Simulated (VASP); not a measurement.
# KB6Rh2 (Fm-3m) in VASP: notebook

Runs on KB6Rh2. Level: PBE. Tasks: single point, relaxation of cell and atoms.

Program: VASP 6.6.1. These are calculated values, not measurements. Logs are shortened: lines on timing, memory, paths and dates and some standing lists are left out, and cuts for length are marked.

### Step 1. The cell of the first run

The structure is cubic, space group Fm-3m (No. 225). Conventional cell: a = 8.198 Å, b = 8.198 Å, c = 8.198 Å, α = 90.00°, β = 90.00°, γ = 90.00°. Within 3.8 Å of K (site symmetry m-3m) lie 12 B at 2.90 Å and 8 Rh at 3.55 Å. B (site symmetry mmm) has 2 Rh at 2.05 Å within 2.7 Å. Within 2.7 Å of Rh (site symmetry -43m) lie 6 B at 2.05 Å.

### Step 2. Single point, PBE

Contents of INCAR:

```
PREC = Accurate ; ENCUT = 520
EDIFF = 1E-6 ; ISMEAR = 0
SIGMA = 0.1 ; LREAL = False
LASPH = True ; NELM = 100
ALGO = Normal ; ISIF = 2
LWAVE = False ; LCHARG = False
GGA = PE ; NBANDS = 38
```

Contents of KPOINTS:

```
regular mesh
0
Gamma
  8 8 8
```

Contents of POSCAR:

```
KB6Rh2
1.0
    0.0000000000      4.0989132035      4.0989132035
    4.0989132035      0.0000000000      4.0989132035
    4.0989132035      4.0989132035      0.0000000000
K B Rh
1 6 2
Direct
    0.5000000000      0.5000000000      0.5000000000
    0.5000000000      0.0000000000      0.0000000000
    0.0000000000      0.5000000000      0.5000000000
    0.0000000000      0.5000000000      0.0000000000
    0.5000000000      0.0000000000      0.5000000000
    0.0000000000      0.0000000000      0.5000000000
    0.5000000000      0.5000000000      0.0000000000
    0.2500000000      0.2500000000      0.2500000000
    0.7500000000      0.7500000000      0.7500000000
```

Potentials or basis: VASP PAW PBE potentials, release 64 (K_sv, B, Rh_pv).

Launch:

```bash
> cat potpaw_PBE.64/K_sv/POTCAR potpaw_PBE.64/B/POTCAR potpaw_PBE.64/Rh_pv/POTCAR > POTCAR
> mpirun -np 1 vasp_std > vasp.out
```

OUTCAR:

```text
PREC = Accurate
   ENCUT = 520
   EDIFF = 1E-6
   ISMEAR = 0
   LREAL = False
   LASPH = True
   NELM = 100
   ISIF = 2
   GGA = PE

 ion  position               nearest neighbor table
   1  0.500  0.500  0.500-   3 2.90   5 2.90   7 2.90   2 2.90   4 2.90   7 2.90   2 2.90   5 2.90
                             6 2.90   3 2.90   4 2.90   6 2.90   8 3.55   9 3.55   8 3.55   9 3.55
   2  0.500  0.000  0.000-   8 2.05   9 2.05   1 2.90   1 2.90
   3  0.000  0.500  0.500-   8 2.05   9 2.05   1 2.90   1 2.90
   4  0.000  0.500  0.000-   8 2.05   9 2.05   1 2.90   1 2.90
   5  0.500  0.000  0.500-   8 2.05   9 2.05   1 2.90   1 2.90
   6  0.000  0.000  0.500-   8 2.05   9 2.05   1 2.90   1 2.90
   7  0.500  0.500  0.000-   8 2.05   9 2.05   1 2.90   1 2.90
   8  0.250  0.250  0.250-   2 2.05   3 2.05   4 2.05   5 2.05   6 2.05   7 2.05   1 3.55   1 3.55
                             1 3.55   1 3.55
   9  0.750  0.750  0.750-   2 2.05   3 2.05   4 2.05   5 2.05   6 2.05   7 2.05   1 3.55   1 3.55
                             1 3.55   1 3.55

  LATTYP: Found a face centered cubic cell.
 ALAT       =     8.1978264070

  Lattice vectors:

 A1 = (   0.0000000000,   4.0989132035,   4.0989132035)
 A2 = (   4.0989132035,   0.0000000000,   4.0989132035)
 A3 = (   4.0989132035,   4.0989132035,   0.0000000000)

Analysis of symmetry for initial positions (statically):
=====================================================================
 Subroutine PRICEL returns:
 Original cell was already a primitive cell.

 Routine SETGRP: Setting up the symmetry group for a
 face centered cubic supercell.

 Subroutine GETGRP returns: Found 48 space group operations
 (whereof 48 operations were pure point group operations)
 out of a pool of 48 trial point group operations.

The static configuration has the point symmetry O_h .

Analysis of symmetry for dynamics (positions and initial velocities):
=====================================================================
 Subroutine PRICEL returns:
 Original cell was already a primitive cell.

 Routine SETGRP: Setting up the symmetry group for a
 face centered cubic supercell.

 Subroutine GETGRP returns: Found 48 space group operations
 (whereof 48 operations were pure point group operations)
 out of a pool of 48 trial point group operations.

The dynamic configuration has the point symmetry O_h .

 Subroutine INISYM returns: Found 48 space group operations
 (whereof 48 operations are pure point group operations),
 and found     1 'primitive' translations

----------------------------------------------------------------------------------------

                                     Primitive cell

  volume of cell :     137.7324

  direct lattice vectors                    reciprocal lattice vectors
     0.000000000  4.098913204  4.098913204    -0.121983554  0.121983554  0.121983554
     4.098913204  0.000000000  4.098913204     0.121983554 -0.121983554  0.121983554
     4.098913204  4.098913204  0.000000000     0.121983554  0.121983554 -0.121983554

  length of vectors
     5.796738643  5.796738643  5.796738643     0.211281713  0.211281713  0.211281713

  position of ions in fractional coordinates (direct lattice)
     0.500000000  0.500000000  0.500000000
     0.500000000  0.000000000  0.000000000
     0.000000000  0.500000000  0.500000000
     0.000000000  0.500000000  0.000000000
     0.500000000  0.000000000  0.500000000
     0.000000000  0.000000000  0.500000000
     0.500000000  0.500000000  0.000000000
     0.250000000  0.250000000  0.250000000
     0.750000000  0.750000000  0.750000000

  ion indices of the primitive-cell ions
   primitive index   ion index
                 1           1
                 2           2
                 3           3
                 4           4
                 5           5
                 6           6
                 7           7
                 8           8
                 9           9

----------------------------------------------------------------------------------------

 KPOINTS: regular mesh

Automatic generation of k-mesh.
 Grid dimensions read from file:
 generate k-points for:    8    8    8

 Generating k-lattice:

  Cartesian coordinates                     Fractional coordinates (reciprocal lattice)
    -0.015247944  0.015247944  0.015247944     0.125000000  0.000000000  0.000000000
     0.015247944 -0.015247944  0.015247944     0.000000000  0.125000000  0.000000000
     0.015247944  0.015247944 -0.015247944     0.000000000  0.000000000  0.125000000

  Length of vectors
     0.026410214  0.026410214  0.026410214

  Shift w.r.t. Gamma in fractional coordinates (k-lattice)
     0.000000000  0.000000000  0.000000000

 Subroutine IBZKPT returns following result:
 ===========================================

 Found     29 irreducible k-points:

 Following reciprocal coordinates:
            Coordinates               Weight
  0.000000  0.000000  0.000000      1.000000
  0.125000  0.000000  0.000000      8.000000
  0.250000  0.000000  0.000000      8.000000
  0.375000  0.000000  0.000000      8.000000
  0.500000  0.000000  0.000000      4.000000
  0.125000  0.125000  0.000000      6.000000
[... 16 lines left out ...]
  0.500000  0.250000  0.125000     48.000000
 -0.375000  0.250000  0.125000     24.000000
 [... further k-points ...]
   k-points           NKPTS =     29   k-points in BZ     NKDIM =     29   number of bands    NBANDS=     38
   number of dos      NEDOS =    301   number of ions     NIONS =      9
   total plane-waves  NPLWV = 110592
   dimension x,y,z NGX =    48 NGY =   48 NGZ =   48
   dimension x,y,z NGXF=    96 NGYF=   96 NGZF=   96
   ions per type =               1   6   2
   NGX,Y,Z   is equivalent  to a cutoff of  13.77, 13.77, 13.77 a.u.
   NGXF,Y,Z  is equivalent  to a cutoff of  27.53, 27.53, 27.53 a.u.
 SYSTEM =  unknown system
   PREC   = accura    normal or accurate (medium, high low for compatibility)
   ISTART =      0    job   : 0-new  1-cont  2-samecut
   ICHARG =      2    charge: 1-file 2-atom 10-const
   ISPIN  =      1    spin polarized calculation?
   LNONCOLLINEAR =      F non collinear calculations
   LSORBIT =      F    spin-orbit coupling
   LASPH  =      T    aspherical Exc in radial PAW
   ENCUT  =  520.0 eV  38.22 Ry    6.18 a.u.  10.78 10.78 10.78*2*pi/ulx,y,z
   NELM   =    100;   NELMIN=  2; NELMDL= -5     # of ELM steps
   EDIFF  = 0.1E-05   stopping-criterion for ELM
   LREAL  =      F    real-space projection
   EDIFFG = 0.1E-04   stopping-criterion for IOM
   NSW    =      0    number of steps for IOM
   IBRION =     -1    ionic relax: 0-MD 1-quasi-New 2-CG
   NFREE  =      0    steps in history (QN), initial steepest desc. (CG)
   ISIF   =      2    stress and relaxation
   ISYM   =      2    0-nonsym 1-usesym 2-fastsym
   POTIM  = 0.5000    time-step for ionic-motion
   TEBEG  =    0.0;   TEEND  =   0.0 temperature during run
   PSTRESS=    0.0 pullay stress
   NELECT =      57.0000    total number of electrons
   NUPDOWN=      -1.0000    fix difference up-down
   EMIN   =  10.00;   EMAX   =-10.00  energy-range for DOS
   EFERMI =   0.00;   METHOD = LEGACY
   ISMEAR =     0;   SIGMA  =   0.10  broadening in eV -4-tet -1-fermi 0-gaus
   EFERMI_NEDOS =   21; number of points for ismear=-14 and -15
   IALGO  =     38    algorithm
   IMIX   =      4    mixing-type and parameters
     AMIX     =   0.40;   BMIX     =  1.00
     AMIX_MAG =   1.60;   BMIX_MAG =  1.00
  volume/ion in A,a.u.               =      15.30       103.27
  Fermi-wavevector in a.u.,A,eV,Ry     =   1.219985  2.305437 20.250405  1.488363
  Thomas-Fermi vector in A             =   2.355218
   LORBIT       =      0    0 simple, 1 ext, 2 COOP (PROOUT), +10 PAW based schemes
   GGA     = PE    functional components
   LHFCALC =     F    Hartree Fock is set to
   AEXX    =    0.0000 exact exchange contribution
   IVDW    =     0    specifies the selected vdW correction
   LEPSILON=     F    determine dielectric tensor
   LRPA    =     F    only Hartree local field effects (RPA)
 non-spin polarized calculation
 Gauss-broadening in eV      SIGMA  =   0.10
  energy-cutoff  :      520.00
  volume of cell :      137.73
 maximum number of plane-waves:      3728
 NGX is ok and might be reduce to    48
   NGX = 21   NGY = 21   NGZ = 21

 number of electron      57.0000001 magnetization

 Free energy of the ion-electron system (eV)
  ---------------------------------------------------
  ext. energy  EPLUGINS =         0.00000000
  ---------------------------------------------------
  free energy    TOTEN  =       -46.88057286 eV

  energy without entropy =      -46.84837628  energy(sigma->0) =      -46.86447457

 E-fermi :   4.8295     XC(G=0):  -9.8489

 val. band max:        4.8207786841   @ k =  -0.3750   0.5000   0.1250
 cond. band min:       4.8401072277   @ k =   0.3750   0.3750   0.0000
 fundamental gap:      0.0193285435
 Fermi energy:         4.8295193765

 k-point     1 :       0.0000    0.0000    0.0000
  band No.  band energies     occupation
      1     -44.0669      2.00000
      2     -44.0669      2.00000
      3     -44.0669      2.00000
      4     -44.0648      2.00000
      5     -44.0648      2.00000
      6     -44.0648      2.00000
[... 30 lines left out ...]
     37       7.6379      0.00000
     38       7.6380      0.00000

 k-point     2 :       0.1250    0.0000    0.0000
  band No.  band energies     occupation
      1     -44.0668      2.00000
      2     -44.0668      2.00000
      3     -44.0668      2.00000
      4     -44.0648      2.00000
      5     -44.0648      2.00000
      6     -44.0648      2.00000
[... 30 lines left out ...]
     37       7.4671      0.00000
     38       7.8214      0.00000
[... 859 lines left out ...]
     37       7.0253      0.00000
     38       7.1105      0.00000

 k-point    24 :      -0.3750    0.2500    0.1250
  band No.  band energies     occupation
      1     -44.0663      2.00000
      2     -44.0663      2.00000
      3     -44.0658      2.00000
      4     -44.0658      2.00000
      5     -44.0654      2.00000
      6     -44.0654      2.00000
[... 30 lines left out ...]
     37       6.9359      0.00000
     38       6.9780      0.00000

 [... further k-points ...]
[... 5 lines left out ...]
  --------------------------------------------------------------------------------------
  -------------------------------------------------------------------------------------
  Total        0.0714058      0.0714058      0.0714058      0.0000000      0.0000000      0.0000000
  in kB        0.8306310      0.8306310      0.8306310      0.0000000      0.0000000      0.0000000
  external PRESSURE =       0.8306310 kB  Pullay stress =       0.0000000 kB

 VOLUME and BASIS-vectors are now :
 -----------------------------------------------------------------------------
  energy-cutoff  :      520.00
  volume of cell :      137.73
      direct lattice vectors                 reciprocal lattice vectors
     0.000000000  4.098913204  4.098913204    -0.121983554  0.121983554  0.121983554
     4.098913204  0.000000000  4.098913204     0.121983554 -0.121983554  0.121983554
     4.098913204  4.098913204  0.000000000     0.121983554  0.121983554 -0.121983554

 POSITION                                       TOTAL-FORCE (eV/Angst)
 -----------------------------------------------------------------------------------
      4.09891      4.09891      4.09891        -0.000000      0.000000      0.000000
      0.00000      2.04946      2.04946        -0.000000      0.000000      0.000000
      4.09891      2.04946      2.04946        -0.000000      0.000000      0.000000
      2.04946      0.00000      2.04946        -0.000000      0.000000      0.000000
      2.04946      4.09891      2.04946        -0.000000      0.000000      0.000000
      2.04946      2.04946      0.00000        -0.000000      0.000000      0.000000
      2.04946      2.04946      4.09891        -0.000000      0.000000      0.000000
      2.04946      2.04946      2.04946         0.000000     -0.000000     -0.000000
      6.14837      6.14837      6.14837        -0.000000     -0.000000      0.000000
 -----------------------------------------------------------------------------------
    total drift:                               -0.000000      0.000000      0.000000

  FREE ENERGIE OF THE ION-ELECTRON SYSTEM (eV)
  ---------------------------------------------------
  free  energy   TOTEN  =       -46.8805728636 eV

  energy  without entropy=      -46.8483762848  energy(sigma->0) =      -46.86447457
```

Run time: 2 min. Hardware: 1 thread of Intel Xeon Platinum 8488C (Sapphire Rapids), shared host; peak memory 0.39 GiB.

Results:

```yaml
Free_energy: -46.8806 eV
Pressure: 0.1 GPa
```

### Step 3. Relaxation of cell and atoms, PBE

Contents of INCAR:

```
  PREC = Accurate
  ENCUT = 600
  EDIFF = 1E-6
  ISMEAR = 0
  SIGMA = 0.1
  LREAL = False
  LASPH = True
  NELM = 100
  ALGO = Normal
  ISIF = 3
  LWAVE = False
  LCHARG = False
  GGA = PE
  IBRION = 2
  NSW = 100
  EDIFFG = -0.01
```

Contents of KPOINTS:

```
Automatic mesh
0
Gamma
  8 8 8
```

POSCAR, as its differences from that of step 2:

```diff
@@ -2,5 +2,5 @@
 1.0
-    0.0000000000      4.0989132035      4.0989132035
-    4.0989132035      0.0000000000      4.0989132035
-    4.0989132035      4.0989132035      0.0000000000
+    0.0000000000      4.0979169541      4.0979169541
+    4.0979169541      0.0000000000      4.0979169541
+    4.0979169541      4.0979169541      0.0000000000
 K B Rh
```

Potentials or basis: VASP PAW PBE potentials, release 64 (K_sv, B, Rh_pv).

Launch:

```bash
> cat potpaw_PBE.64/K_sv/POTCAR potpaw_PBE.64/B/POTCAR potpaw_PBE.64/Rh_pv/POTCAR > POTCAR
> mpirun -np 1 vasp_std > vasp.out
```

Run time: 3.1 min. Hardware: 1 thread of Intel Xeon Platinum 8488C (Sapphire Rapids), shared host; peak memory 0.43 GiB.

The run converged. Its results:

| Property | Result |
| --- | --- |
| Free energy | -46.8817 eV |
| Relaxed volume | 15.32 Å³/atom |
| Relaxed cell | a = 5.799 Å, b = 5.799 Å, c = 5.799 Å, α = 60.00°, β = 60.00°, γ = 60.00° |
| Space group after relaxing (to 0.05 Å) | Fm-3m (No. 225) |
| Energy gained by relaxing | 0.0 meV/atom |
| Ionic steps | 2 |
| Pressure after relaxing | -0.1 GPa |

Final structure:
```
CELL_PARAMETERS angstrom
0.00000 4.10043 4.10043
4.10043 0.00000 4.10043
4.10043 4.10043 0.00000
ATOMIC_POSITIONS crystal
K 0.50000 0.50000 0.50000
B 0.50000 0.00000 0.00000
B 0.00000 0.50000 0.50000
B 0.00000 0.50000 0.00000
B 0.50000 0.00000 0.50000
B 0.00000 0.00000 0.50000
B 0.50000 0.50000 0.00000
Rh 0.25000 0.25000 0.25000
Rh 0.75000 0.75000 0.75000
```

Levels at points of the mesh, in eV from the Fermi level:
```
           k point  band 25  band 26  band 27  band 28  band 29  band 30  band 31  band 32
(0.00, 0.00, 0.00)    -4.43    -2.86    -2.86    -2.86     0.52     0.52     0.52     0.93
(0.50, 0.00, 0.00)    -4.17    -4.17    -3.23    -3.21     0.30     0.30     0.83     0.83
(0.50, 0.50, 0.00)    -4.40    -2.26    -2.26    -0.76    -0.39    -0.06     0.53     0.61
```

### Step 4. Single point, PBE

Contents of INCAR:

```
SYSTEM = KB6Rh2
PREC = Accurate
ENCUT = 520
EDIFF = 1E-6
ISMEAR = 0
SIGMA = 0.1
LREAL = .FALSE.
LASPH = .TRUE.
NELM = 100
ALGO = Normal
ISIF = 2
LWAVE = .FALSE.
LCHARG = .TRUE.
GGA = PE
LELF = .TRUE.
LVHAR = .TRUE.
NBANDS = 38
```

Contents of KPOINTS:

```
Automatic mesh
0
G
  4 4 4
  0 0 0
```

POSCAR is that of step 3.

Launch:

```bash
> cat potpaw_PBE.64/K_sv/POTCAR potpaw_PBE.64/B/POTCAR potpaw_PBE.64/Rh_pv/POTCAR > POTCAR
> mpirun -np 1 vasp_std > vasp.out
```

Wall time 53 s (1 thread of Intel Xeon Platinum 8488C (Sapphire Rapids), shared host); peak memory 0.33 GiB.

It converged, with:

| Item | Value |
| --- | --- |
| Free energy | -46.8716 eV |
| Pressure | 0.1 GPa |

Levels at points of the mesh, in eV from the Fermi level:
```csv
k point,band 24,band 25,band 26,band 27,band 28,band 29,band 30,band 31,band 32,band 33
"(0.00, 0.00, 0.00)",-4.43,-4.43,-2.86,-2.86,-2.86,0.53,0.53,0.53,0.95,0.95
"(0.50, 0.00, 0.00)",-4.41,-4.17,-4.17,-3.22,-3.21,0.31,0.31,0.84,0.84,0.88
"(0.50, 0.50, 0.00)",-5.20,-4.40,-2.26,-2.26,-0.75,-0.38,-0.05,0.55,0.62,0.62
```

### Step 5. Single point, PBE

This run uses another cell than the first one, of 11.96 Å³/atom, 0.782 times its volume.

Contents of INCAR:

```
  ALGO = Normal
  EDIFF = 1E-6
  ENCUT = 520
  GGA = PE
  ISIF = 2
  ISMEAR = 0
  LASPH = True
  LCHARG = True
  LELF = True
  LREAL = False
  LVHAR = True
  LWAVE = False
  NBANDS = 38
  NELM = 60
  PREC = Accurate
  SIGMA = 0.1
```

Contents of KPOINTS:

```
k-points
0
Gamma
  4 4 4
```

POSCAR, as its differences from that of step 4:

```diff
@@ -2,5 +2,5 @@
 1.0
-    0.0000000000      4.0979169541      4.0979169541
-    4.0979169541      0.0000000000      4.0979169541
-    4.0979169541      4.0979169541      0.0000000000
+    0.0000000000      3.7759086800      3.7759086800
+    3.7759086800      0.0000000000      3.7759086800
+    3.7759086800      3.7759086800      0.0000000000
 K B Rh
```

Launch:

```bash
> cat potpaw_PBE.64/K_sv/POTCAR potpaw_PBE.64/B/POTCAR potpaw_PBE.64/Rh_pv/POTCAR > POTCAR
> mpirun -np 1 vasp_std > vasp.out
```

It took 66 s on 1 thread of AMD EPYC 7R13, shared host; peak memory 0.21 GiB.

The run converged. Its results:

```yaml
Free_energy: -43.2623 eV
Pressure: 47.6 GPa
```

Levels at points of the mesh, in eV from the Fermi level:
```csv
k point,band 26,band 27,band 28,band 29,band 30,band 31
"(0.00, 0.00, 0.00)",-2.91,-2.91,-2.91,1.33,1.33,1.33
"(0.50, 0.00, 0.00)",-4.10,-3.21,-3.16,0.56,0.56,1.54
"(0.50, 0.50, 0.00)",-2.33,-2.33,-0.69,-0.17,0.48,1.15
```

Caveat: the k points lie up to 0.36 Å⁻¹ apart.

### Step 6. The runs side by side

```csv
task,cell,k mesh,cutoff (eV),gap on the mesh (eV),pressure (GPa)
single point,"a = 5.797 Å, angles 60.0°, 9 atoms",8 × 8 × 8,520,none,0.1
relaxation of cell and atoms,"relaxed from a = 5.795 Å, angles 60.0°, 9 atoms",8 × 8 × 8,600,none,-0.1
single point,"a = 5.795 Å, angles 60.0°, 9 atoms",4 × 4 × 4,520,none,0.1
single point,"a = 5.340 Å, angles 60.0°, 9 atoms",4 × 4 × 4,520,none,47.6
```

Alike in all rows: level PBE; potentials or basis VASP PAW PBE potentials, release 64 (K_sv, B, Rh_pv); no spin polarisation; smearing gaussian 0.1 eV.

Caveats: some runs use coarse meshes.

Absolute energies hang on the potentials; compare differences alone.
